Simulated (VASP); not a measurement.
# HgTe (CsCl type) (Pm-3m) in VASP: notebook

HgTe (CsCl type) is run at these levels: PBE; tasks: single point.

All numbers are computed with VASP 6.6.1; they aren't measurements. Logs are shortened: lines on timing, memory, paths and dates and some standing lists are left out, and cuts for length are marked.

### 1 The cell of the first run

The structure is cubic, space group Pm-3m (No. 221). The conventional cell has a = 3.622 Å, b = 3.622 Å, c = 3.622 Å, α = 90.00°, β = 90.00°, γ = 90.00°. Within 4.1 Å of Hg (site symmetry m-3m) lie 8 Te at 3.14 Å and 6 Hg at 3.62 Å. Within 4.1 Å of Te (site symmetry m-3m) lie 8 Hg at 3.14 Å and 6 Te at 3.62 Å.

### 2 Single point, PBE

The input, INCAR:

```
SYSTEM = HgTe
ALGO     = Normal         ! electronic algorithm
EDIFF    = 1E-6           ! SCF threshold, eV
ENCUT    = 520            ! plane-wave cutoff, eV
GGA      = PE             ! functional
ISIF     = 2              ! what is computed and relaxed
ISMEAR   = -1             ! smearing method
LASPH    = .TRUE.         ! aspherical terms in the spheres
LCHARG   = .FALSE.        ! write CHGCAR
LREAL    = .FALSE.        ! projectors in reciprocal space
LWAVE    = .FALSE.        ! write WAVECAR
NBANDS   = 16             ! bands
NELM     = 60             ! most SCF steps
PREC     = Accurate       ! precision mode
SIGMA    = 0.05           ! smearing width, eV
```

The input, KPOINTS:

```
k-points
0
G
  12 12 12
  0 0 0
```

The input, POSCAR:

```
HgTe
1.0
    3.6217329217      0.0000000000      0.0000000000
    0.0000000000      3.6217329217      0.0000000000
    0.0000000000      0.0000000000      3.6217329217
Hg Te
1 1
Direct
    0.0000000000      0.0000000000      0.0000000000
    0.5000000000      0.5000000000      0.5000000000
```

Potentials or basis: VASP PAW PBE potentials, release 64 (Hg, Te).

The run is started by

```
$ cat potpaw_PBE.64/Hg/POTCAR potpaw_PBE.64/Te/POTCAR > POTCAR
$ mpirun -np 1 vasp_std > vasp.out
```

OUTCAR:

```text
SYSTEM = HgTe
   EDIFF = 1E-6
   ENCUT = 520
   GGA = PE
   ISIF = 2
   ISMEAR = -1
   LASPH = .TRUE.
   LREAL = .FALSE.
   NELM = 60
   PREC = Accurate

 ion  position               nearest neighbor table
   1  0.000  0.000  0.000-   2 3.14   2 3.14   2 3.14   2 3.14   2 3.14   2 3.14   2 3.14   2 3.14

   2  0.500  0.500  0.500-   1 3.14   1 3.14   1 3.14   1 3.14   1 3.14   1 3.14   1 3.14   1 3.14

  LATTYP: Found a simple cubic cell.
 ALAT       =     3.6217329217

  Lattice vectors:

 A1 = (   3.6217329217,   0.0000000000,   0.0000000000)
 A2 = (   0.0000000000,   3.6217329217,   0.0000000000)
 A3 = (   0.0000000000,   0.0000000000,   3.6217329217)

Analysis of symmetry for initial positions (statically):
=====================================================================
 Subroutine PRICEL returns:
 Original cell was already a primitive cell.

 Routine SETGRP: Setting up the symmetry group for a
 simple cubic supercell.

 Subroutine GETGRP returns: Found 48 space group operations
 (whereof 48 operations were pure point group operations)
 out of a pool of 48 trial point group operations.

The static configuration has the point symmetry O_h .

Analysis of symmetry for dynamics (positions and initial velocities):
=====================================================================
 Subroutine PRICEL returns:
 Original cell was already a primitive cell.

 Routine SETGRP: Setting up the symmetry group for a
 simple cubic supercell.

 Subroutine GETGRP returns: Found 48 space group operations
 (whereof 48 operations were pure point group operations)
 out of a pool of 48 trial point group operations.

The dynamic configuration has the point symmetry O_h .

 Subroutine INISYM returns: Found 48 space group operations
 (whereof 48 operations are pure point group operations),
 and found     1 'primitive' translations

----------------------------------------------------------------------------------------

                                     Primitive cell

  volume of cell :      47.5061

  direct lattice vectors                    reciprocal lattice vectors
     3.621732922  0.000000000  0.000000000     0.276110918  0.000000000  0.000000000
     0.000000000  3.621732922  0.000000000     0.000000000  0.276110918  0.000000000
     0.000000000  0.000000000  3.621732922     0.000000000  0.000000000  0.276110918

  length of vectors
     3.621732922  3.621732922  3.621732922     0.276110918  0.276110918  0.276110918

  position of ions in fractional coordinates (direct lattice)
     0.000000000  0.000000000  0.000000000
     0.500000000  0.500000000  0.500000000

  ion indices of the primitive-cell ions
   primitive index   ion index
                 1           1
                 2           2

----------------------------------------------------------------------------------------

 KPOINTS: k-points

Automatic generation of k-mesh.
 Grid dimensions read from file:
 generate k-points for:   12   12   12

 Generating k-lattice:

  Cartesian coordinates                     Fractional coordinates (reciprocal lattice)
     0.023009243  0.000000000  0.000000000     0.083333333  0.000000000  0.000000000
     0.000000000  0.023009243  0.000000000     0.000000000  0.083333333  0.000000000
     0.000000000  0.000000000  0.023009243     0.000000000  0.000000000  0.083333333

  Length of vectors
     0.023009243  0.023009243  0.023009243

  Shift w.r.t. Gamma in fractional coordinates (k-lattice)
     0.000000000  0.000000000  0.000000000

 Subroutine IBZKPT returns following result:
 ===========================================

 Found     84 irreducible k-points:

 Following reciprocal coordinates:
            Coordinates               Weight
  0.000000  0.000000  0.000000      1.000000
  0.083333  0.000000  0.000000      6.000000
  0.166667  0.000000  0.000000      6.000000
  0.250000  0.000000  0.000000      6.000000
  0.333333  0.000000  0.000000      6.000000
  0.416667  0.000000  0.000000      6.000000
[... 16 lines left out ...]
  0.333333  0.333333  0.000000     12.000000
  0.416667  0.333333  0.000000     24.000000
 [... further k-points ...]
   k-points           NKPTS =     84   k-points in BZ     NKDIM =     84   number of bands    NBANDS=     16
   number of dos      NEDOS =    301   number of ions     NIONS =      2
   total plane-waves  NPLWV =  21952
   dimension x,y,z NGX =    28 NGY =   28 NGZ =   28
   dimension x,y,z NGXF=    56 NGYF=   56 NGZF=   56
   ions per type =               1   1
   NGX,Y,Z   is equivalent  to a cutoff of  12.85, 12.85, 12.85 a.u.
   NGXF,Y,Z  is equivalent  to a cutoff of  25.71, 25.71, 25.71 a.u.
 SYSTEM =  HgTe
   PREC   = accura    normal or accurate (medium, high low for compatibility)
   ISTART =      0    job   : 0-new  1-cont  2-samecut
   ICHARG =      2    charge: 1-file 2-atom 10-const
   ISPIN  =      1    spin polarized calculation?
   LNONCOLLINEAR =      F non collinear calculations
   LSORBIT =      F    spin-orbit coupling
   LASPH  =      T    aspherical Exc in radial PAW
   ENCUT  =  520.0 eV  38.22 Ry    6.18 a.u.   6.73  6.73  6.73*2*pi/ulx,y,z
   NELM   =     60;   NELMIN=  2; NELMDL= -5     # of ELM steps
   EDIFF  = 0.1E-05   stopping-criterion for ELM
   LREAL  =      F    real-space projection
   EDIFFG = 0.1E-04   stopping-criterion for IOM
   NSW    =      0    number of steps for IOM
   IBRION =     -1    ionic relax: 0-MD 1-quasi-New 2-CG
   NFREE  =      0    steps in history (QN), initial steepest desc. (CG)
   ISIF   =      2    stress and relaxation
   ISYM   =      2    0-nonsym 1-usesym 2-fastsym
   POTIM  = 0.5000    time-step for ionic-motion
   TEBEG  =    0.0;   TEEND  =   0.0 temperature during run
   PSTRESS=    0.0 pullay stress
   NELECT =      18.0000    total number of electrons
   NUPDOWN=      -1.0000    fix difference up-down
   EMIN   =  10.00;   EMAX   =-10.00  energy-range for DOS
   EFERMI =   0.00;   METHOD = LEGACY
   ISMEAR =    -1;   SIGMA  =   0.05  broadening in eV -4-tet -1-fermi 0-gaus
   EFERMI_NEDOS =   21; number of points for ismear=-14 and -15
   IALGO  =     38    algorithm
   IMIX   =      4    mixing-type and parameters
     AMIX     =   0.40;   BMIX     =  1.00
     AMIX_MAG =   1.60;   BMIX_MAG =  1.00
  volume/ion in A,a.u.               =      23.75       160.29
  Fermi-wavevector in a.u.,A,eV,Ry     =   1.184630  2.238625 19.093699  1.403347
  Thomas-Fermi vector in A             =   2.320840
   LORBIT       =      0    0 simple, 1 ext, 2 COOP (PROOUT), +10 PAW based schemes
   GGA     = PE    functional components
   LHFCALC =     F    Hartree Fock is set to
   AEXX    =    0.0000 exact exchange contribution
   IVDW    =     0    specifies the selected vdW correction
   LEPSILON=     F    determine dielectric tensor
   LRPA    =     F    only Hartree local field effects (RPA)
 non-spin polarized calculation
  energy-cutoff  :      520.00
  volume of cell :       47.51
 maximum number of plane-waves:      1328
 NGX is ok and might be reduce to    28
   NGX = 13   NGY = 13   NGZ = 13

 number of electron      17.9999994 magnetization

 Free energy of the ion-electron system (eV)
  ---------------------------------------------------
  ext. energy  EPLUGINS =         0.00000000
  ---------------------------------------------------
  free energy    TOTEN  =        -2.61666492 eV

  energy without entropy =       -2.60611013  energy(sigma->0) =       -2.61138752

 E-fermi :   6.4700     XC(G=0): -10.8892

 val. band max:        6.4602603636   @ k =   0.3333   0.3333   0.0833
 cond. band min:       6.4914810090   @ k =   0.3333   0.2500   0.0833
 fundamental gap:      0.0312206455
 Fermi energy:         6.4699796519

 k-point     1 :       0.0000    0.0000    0.0000
  band No.  band energies     occupation
      1      -6.8048      2.00000
      2      -0.7195      2.00000
      3      -0.7195      2.00000
      4      -0.0502      2.00000
      5      -0.0502      2.00000
      6      -0.0502      2.00000
[... 8 lines left out ...]
     15      17.2357      0.00000
     16      19.9620      0.00000

 k-point     2 :       0.0833    0.0000    0.0000
  band No.  band energies     occupation
      1      -6.7377      2.00000
      2      -0.7136      2.00000
      3      -0.7019      2.00000
      4      -0.0838      2.00000
      5      -0.0838      2.00000
      6      -0.0488      2.00000
[... 8 lines left out ...]
     15      16.7212      0.00000
     16      19.5318      0.00000

 k-point     3 :       0.1667    0.0000    0.0000
  band No.  band energies     occupation
      1      -6.5417      2.00000
      2      -0.6974      2.00000
      3      -0.6739      2.00000
      4      -0.1720      2.00000
      5      -0.1720      2.00000
      6      -0.0448      2.00000
[... 8 lines left out ...]
     15      15.6056      0.00000
     16      18.6993      0.00000

 k-point     4 :       0.2500    0.0000    0.0000
  band No.  band energies     occupation
      1      -6.2357      2.00000
      2      -0.7267      2.00000
      3      -0.6751      2.00000
      4      -0.2846      2.00000
      5      -0.2846      2.00000
      6      -0.0395      2.00000
[... 8 lines left out ...]
     15      15.8328      0.00000
     16      17.9103      0.00000
[... 324 lines left out ...]
 k-point    22 :       0.5000    0.2500    0.0000
  band No.  band energies     occupation
      1      -5.1068      2.00000
      2      -1.0059      2.00000
      3      -0.3911      2.00000
      4      -0.3848      2.00000
      5      -0.2815      2.00000
      6      -0.1560      2.00000
[... 8 lines left out ...]
     15      17.8980      0.00000
     16      18.8996      0.00000

 k-point    23 :       0.3333    0.3333    0.0000
  band No.  band energies     occupation
      1      -5.2290      2.00000
      2      -0.8370      2.00000
      3      -0.3000      2.00000
      4      -0.2876      2.00000
      5      -0.2213      2.00000
      6      -0.1749      2.00000
[... 8 lines left out ...]
     15      17.1557      0.00000
     16      18.1599      0.00000

 k-point    24 :       0.4167    0.3333    0.0000
  band No.  band energies     occupation
      1      -5.0386      2.00000
      2      -0.7657      2.00000
      3      -0.3184      2.00000
      4      -0.2233      2.00000
      5      -0.2011      2.00000
      6      -0.0718      2.00000
[... 8 lines left out ...]
     15      17.1809      0.00000
     16      18.9701      0.00000

 [... further k-points ...]
[... 5 lines left out ...]
  --------------------------------------------------------------------------------------
  -------------------------------------------------------------------------------------
  Total        3.0208090      3.0208090      3.0208090     -0.0000000      0.0000000      0.0000000
  in kB      101.8789797    101.8789797    101.8789797     -0.0000000      0.0000000      0.0000000
  external PRESSURE =     101.8789797 kB  Pullay stress =       0.0000000 kB

 VOLUME and BASIS-vectors are now :
 -----------------------------------------------------------------------------
  energy-cutoff  :      520.00
  volume of cell :       47.51
      direct lattice vectors                 reciprocal lattice vectors
     3.621732922  0.000000000  0.000000000     0.276110918  0.000000000  0.000000000
     0.000000000  3.621732922  0.000000000     0.000000000  0.276110918  0.000000000
     0.000000000  0.000000000  3.621732922     0.000000000  0.000000000  0.276110918

 POSITION                                       TOTAL-FORCE (eV/Angst)
 -----------------------------------------------------------------------------------
      0.00000      0.00000      0.00000         0.000000      0.000000      0.000000
      1.81087      1.81087      1.81087         0.000000      0.000000      0.000000
 -----------------------------------------------------------------------------------
    total drift:                               -0.000000      0.000000     -0.000000

  FREE ENERGIE OF THE ION-ELECTRON SYSTEM (eV)
  ---------------------------------------------------
  free  energy   TOTEN  =        -2.6166649166 eV

  energy  without entropy=       -2.6061101330  energy(sigma->0) =       -2.61138752
```

Run time: 78 s. Hardware: 1 thread of Intel Xeon 8259CL, shared host; peak memory 0.21 GiB.

What came out:

- Free energy: -2.6167 eV
- Pressure: 10.2 GPa
- Band gap on the k mesh: zero (bands 9 and 10 overlap by 2.41 eV)

Levels at points of the mesh, in eV from the Fermi level:
```tsv
k point	band 7	band 8	band 9	band 10	band 11	band 12
(0.00, 0.00, 0.00)	-1.81	-1.16	-1.16	-1.16	5.57	5.57
(0.50, 0.00, 0.00)	-5.75	0.91	0.91	3.09	3.32	5.64
(0.50, 0.50, 0.00)	-4.95	-4.95	-3.14	0.79	7.05	7.05
(0.50, 0.50, 0.50)	-1.60	-1.60	-1.60	-1.06	0.70	0.70
```

Caveat: the cell stands under pressure; spin-orbit coupling is left out, which moves the levels of the heavy elements.

### 3 Single point, PBE

The input, INCAR:

```
ALGO = Normal
EDIFF = 1E-6
ENCUT = 520
GGA = PE
ISIF = 2
ISMEAR = -1
LASPH = True
LCHARG = False
LREAL = False
LWAVE = False
NBANDS = 16
NELM = 60
PREC = Accurate
SIGMA = 0.05
```

The input, KPOINTS:

```
k-points
0
Gamma
  12 12 12
```

POSCAR is that of step 2.

Potentials or basis: VASP PAW PBE potentials, release 64 (Hg, Te).

The run is started by

```
$ cat potpaw_PBE.64/Hg/POTCAR potpaw_PBE.64/Te/POTCAR > POTCAR
$ mpirun -np 1 vasp_std > vasp.out
```

OUTCAR:

```text
EDIFF = 1E-6
   ENCUT = 520
   GGA = PE
   ISIF = 2
   ISMEAR = -1
   LASPH = True
   LREAL = False
   NELM = 60
   PREC = Accurate

 ion  position               nearest neighbor table
   1  0.000  0.000  0.000-   2 3.14   2 3.14   2 3.14   2 3.14   2 3.14   2 3.14   2 3.14   2 3.14

   2  0.500  0.500  0.500-   1 3.14   1 3.14   1 3.14   1 3.14   1 3.14   1 3.14   1 3.14   1 3.14

  LATTYP: Found a simple cubic cell.
 ALAT       =     3.6217329217

  Lattice vectors:

 A1 = (   3.6217329217,   0.0000000000,   0.0000000000)
 A2 = (   0.0000000000,   3.6217329217,   0.0000000000)
 A3 = (   0.0000000000,   0.0000000000,   3.6217329217)

Analysis of symmetry for initial positions (statically):
=====================================================================
 Subroutine PRICEL returns:
 Original cell was already a primitive cell.

 Routine SETGRP: Setting up the symmetry group for a
 simple cubic supercell.

 Subroutine GETGRP returns: Found 48 space group operations
 (whereof 48 operations were pure point group operations)
[... 158 lines left out ...]
  ext. energy  EPLUGINS =         0.00000000
  ---------------------------------------------------
  free energy    TOTEN  =        -2.61666492 eV

  energy without entropy =       -2.60611013  energy(sigma->0) =       -2.61138752

 E-fermi :   6.4700     XC(G=0): -10.8892

 val. band max:        6.4602603636   @ k =   0.3333   0.3333   0.0833
 cond. band min:       6.4914810090   @ k =   0.3333   0.2500   0.0833
 fundamental gap:      0.0312206455
 Fermi energy:         6.4699796519

 k-point     1 :       0.0000    0.0000    0.0000
  band No.  band energies     occupation
      1      -6.8048      2.00000
      2      -0.7195      2.00000
      3      -0.7195      2.00000
      4      -0.0502      2.00000
      5      -0.0502      2.00000
      6      -0.0502      2.00000
[... 433 lines left out ...]
      3      -0.3184      2.00000
      4      -0.2233      2.00000
      5      -0.2011      2.00000
      6      -0.0718      2.00000
[... 8 lines left out ...]
     15      17.1809      0.00000
     16      18.9701      0.00000

 [... further k-points ...]
[... 5 lines left out ...]
  --------------------------------------------------------------------------------------
  -------------------------------------------------------------------------------------
  Total        3.0208090      3.0208090      3.0208090     -0.0000000      0.0000000      0.0000000
  in kB      101.8789797    101.8789797    101.8789797     -0.0000000      0.0000000      0.0000000
  external PRESSURE =     101.8789797 kB  Pullay stress =       0.0000000 kB

 VOLUME and BASIS-vectors are now :
 -----------------------------------------------------------------------------
  energy-cutoff  :      520.00
  volume of cell :       47.51
      direct lattice vectors                 reciprocal lattice vectors
     3.621732922  0.000000000  0.000000000     0.276110918  0.000000000  0.000000000
     0.000000000  3.621732922  0.000000000     0.000000000  0.276110918  0.000000000
     0.000000000  0.000000000  3.621732922     0.000000000  0.000000000  0.276110918

 POSITION                                       TOTAL-FORCE (eV/Angst)
 -----------------------------------------------------------------------------------
      0.00000      0.00000      0.00000         0.000000      0.000000      0.000000
      1.81087      1.81087      1.81087         0.000000      0.000000      0.000000
 -----------------------------------------------------------------------------------
    total drift:                               -0.000000      0.000000     -0.000000

  FREE ENERGIE OF THE ION-ELECTRON SYSTEM (eV)
  ---------------------------------------------------
  free  energy   TOTEN  =        -2.6166649166 eV

  energy  without entropy=       -2.6061101330  energy(sigma->0) =       -2.61138752
```

Wall time 83 s (1 thread of Intel Xeon 8259CL, shared host); peak memory 0.21 GiB.

Results:

| Item | Value |
| --- | --- |
| Free energy | -2.6167 eV |
| Pressure | 10.2 GPa |
| Band gap on the k mesh | zero (bands 9 and 10 overlap by 2.41 eV) |

Levels at points of the mesh, in eV from the Fermi level:
```csv
k point,band 7,band 8,band 9,band 10,band 11,band 12
"(0.00, 0.00, 0.00)",-1.81,-1.16,-1.16,-1.16,5.57,5.57
"(0.50, 0.00, 0.00)",-5.75,0.91,0.91,3.09,3.32,5.64
"(0.50, 0.50, 0.00)",-4.95,-4.95,-3.14,0.79,7.05,7.05
"(0.50, 0.50, 0.50)",-1.60,-1.60,-1.60,-1.06,0.70,0.70
```

Caveat: the cell stands under pressure; spin-orbit coupling is left out, which moves the levels of the heavy elements.
